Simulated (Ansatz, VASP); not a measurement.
# SnTe: VASP beside Ansatz

Contents of INCAR:

```
SYSTEM = SnTe
PREC = Accurate
ENCUT = 520
EDIFF = 1E-8
ISMEAR = -1
SIGMA = 0.08
LREAL = .FALSE.
LASPH = .TRUE.
NELM = 100
ALGO = Normal
ISIF = 2
LWAVE = .FALSE.
LCHARG = .FALSE.
GGA = PE
LEFG = .TRUE.
NBANDS = 17
```

The input KPOINTS:

```
Automatic mesh
0
G
  11 11 11
  0 0 0
```

POSCAR

```
SnTe
1.0
    0.0000000000      3.2184078740      3.2184078740
    3.2184078740      0.0000000000      3.2184078740
    3.2184078740      3.2184078740      0.0000000000
Sn Te
1 1
Direct
    0.0000000000      0.0000000000      0.0000000000
    0.5000000000      0.5000000000      0.5000000000
```

Input for Ansatz:

```yaml
crystal:
  lattice:
    - [0.0, 3.218407874, 3.218407874]
    - [3.218407874, 0.0, 3.218407874]
    - [3.218407874, 3.218407874, 0.0]
  atoms:
    - { symbol: Sn, position: [0.0, 0.0, 0.0] }
    - { symbol: Te, position: [0.5, 0.5, 0.5] }
kpoints:
  mp_grid: { grid: [11, 11, 11] }
scf:
  occupations: { method: fermi_dirac, width: 0.08 }
hamiltonian:
  xc: pbe
  pseudopotentials: { kind: all_electron, datasets: crystal }
output:
  forces: true
  stress: true
  eigenvalues: true
  efg: { contact_densities: true }
```

Change from the starting cell: volume scaled by 1.06, crystal datasets.

Alike in both runs: task electric field gradients; functional PBE; k mesh 11 × 11 × 11; occupations fermi-dirac, width 0.08 eV; no spin polarisation.

```csv
,VASP,Ansatz
version,VASP 6.6.1,Ansatz 0.2.0
potentials or method,"VASP PAW PBE potentials, release 64 (Sn_d, Te), cutoff 520 eV","all-electron PAW with datasets made for the crystal, scalar-relativistic"
```

```tsv
	VASP	Ansatz	Ansatz less VASP
pressure (GPa)	-0.5	-0.5	+0.03
```

Ansatz ran all-electron here, and VASP with PAW potentials.

Neither program's run includes spin-orbit coupling.
